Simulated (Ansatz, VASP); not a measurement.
# One calculation of Si, two programs

Contents of INCAR:

```
SYSTEM = Si
ALGO     = Normal         ! electronic algorithm
EDIFF    = 1E-6           ! SCF threshold, eV
ENCUT    = 520            ! plane-wave cutoff, eV
GGA      = RP             ! functional
ISIF     = 2              ! what is computed and relaxed
ISMEAR   = -1             ! smearing method
LASPH    = .TRUE.         ! aspherical terms in the spheres
LCHARG   = .TRUE.         ! write CHGCAR
LELF     = .TRUE.         ! ELF
LREAL    = .FALSE.        ! projectors in reciprocal space
LVHAR    = .TRUE.       
LWAVE    = .FALSE.        ! write WAVECAR
NBANDS   = 11             ! bands
NELM     = 100            ! most SCF steps
PREC     = Accurate       ! precision mode
SIGMA    = 0.05           ! smearing width, eV
```

The input KPOINTS:

```
k-points
0
G
  8 8 8
  0 0 0
```

Contents of POSCAR:

```
Si
1.0
    0.0000000000      2.7752343705      2.7752343705
    2.7752343705      0.0000000000      2.7752343705
    2.7752343705      2.7752343705      0.0000000000
Si
2
Direct
    0.5000000000      0.5000000000      0.5000000000
    0.7500000000      0.7500000000      0.7500000000
```

input.yaml

```yaml
crystal:
  lattice:
    - [0.0, 2.7752343705, 2.7752343705]
    - [2.7752343705, 0.0, 2.7752343705]
    - [2.7752343705, 2.7752343705, 0.0]
  atoms:
    - { symbol: Si, position: [0.5, 0.5, 0.5] }
    - { symbol: Si, position: [0.75, 0.75, 0.75] }
hamiltonian:
  xc: rpbe
  pseudopotentials: { kind: paw }
kpoints:
  mp_grid: { grid: [8, 8, 8] }
scf:
  occupations: { method: fermi_dirac, width: 0.05 }
output:
  forces: true
  stress: true
  eigenvalues: true
  write_density: true
  write_potential: true
  elf: true
  volumetric_format: npy
```

Alike in both runs: task single point; functional RPBE; k mesh 8 × 8 × 8; occupations fermi-dirac, width 0.05 eV; no spin polarisation.

|  | VASP | Ansatz |
| --- | --- | --- |
| version | VASP 6.6.1 | Ansatz 0.2.0 |
| potentials or method | VASP PAW PBE potentials, release 64 (Si) | Ansatz PAW |
| plane-wave cutoff (eV) | 520 | 420 |
| valence electrons in the cell | 8 | 8 |

Ansatz gave:

| Property | Result |
| --- | --- |
| gap on the k mesh at the Fermi level (eV) | 0.78 |
| least direct gap on the mesh (eV) | 2.53 |
| pressure (GPa) | -2.1 |

Question: Estimate VASP's values.

Answer: gap on the k mesh at the Fermi level (eV): 0.78; least direct gap on the mesh (eV): 2.53; pressure (GPa): -2.3.

VASP's potentials were made for PBE, not for RPBE. The functional is the same, so the differences come from potentials, cutoffs and numerics.
